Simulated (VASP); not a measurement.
Si8O15 (a cell with a defect), 23 atoms in the cell. The cell holds a defect, 23 atoms: a = 6.758 Å, b = 6.082 Å, c = 6.500 Å, α = 64.87°, β = 54.57°, γ = 60.56°. 

* Program: VASP 6.6.1
* Task: single point
* Functional: PBE
* Dispersion: D3(BJ)
* Potentials or basis: VASP PAW PBE potentials, release 64 (Si, O)
* Cutoff: 520 eV
* k mesh: 2 × 2 × 2
* Occupations: fermi-dirac, width 0.05 eV
* Spin: no spin polarisation
* Dipole correction: no
* Further INCAR settings: LREAL = Auto; ALGO = Normal; EDIFF = 1e-06; NBANDS = 78

Potentials or basis: VASP PAW PBE potentials, release 64 (Si, O).

The run is started by

```bash
$ cat potpaw_PBE.64/Si/POTCAR potpaw_PBE.64/O/POTCAR > POTCAR
$ mpirun -np 1 vasp_std > vasp.out
```

Hardware: 1 thread of AMD EPYC 7R43 64-Core Processor (Zen 3) (shared host).

Question: Estimate the wall time of this run.

Answer: Wall time 4 min on 1 thread of AMD EPYC 7R43 64-Core Processor (Zen 3), on a shared host, peak memory 0.31 GiB. Counts: scf iterations 14, k points 8.
